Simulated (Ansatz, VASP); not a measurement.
GaAs: VASP beside Ansatz

```
Ga As
1.0
     0.00000    2.80154    2.80154
     2.80154    0.00000    2.80154
     2.80154    2.80154    0.00000
Ga As
1 1
Direct
  0.00000 0.00000 0.00000
  0.75000 0.75000 0.75000
```

Alike in both runs: functional LDA; k mesh 10 × 10 × 10; occupations gaussian, width 0.02 eV; no spin polarisation.

Ansatz relaxed the structure, and its values are those at the end. VASP's run is a single point on that final structure, the one shown.

```csv
,VASP,Ansatz
version,VASP 6.6.1,Ansatz 0.2.0
potentials or method,"VASP PAW LDA potentials, release 64 (Ga_d, As), cutoff 520 eV","scalar-relativistic, plane waves, PAW"
valence electrons in the cell,18,28
```

VASP gave:

| Quantity | Value |
| --- | --- |
| gap on the k mesh at the Fermi level (eV) | 0.54 |
| least direct gap on the mesh (eV) | 0.54 |
| pressure (GPa) | 0.3 |

**Question.** Which values does Ansatz return?

**Answer.** gap on the k mesh at the Fermi level (eV): 0.49; least direct gap on the mesh (eV): 0.49; pressure (GPa): 0.0.

Ansatz warns that its potentials were made for another functional, while VASP's fit it. LDA's correlation is that of Perdew and Zunger in VASP and of Perdew and Wang (1992) in Ansatz. VASP's potentials hold 18 valence electrons a cell and Ansatz's 28, so a difference there can come from the potentials and not from the codes.
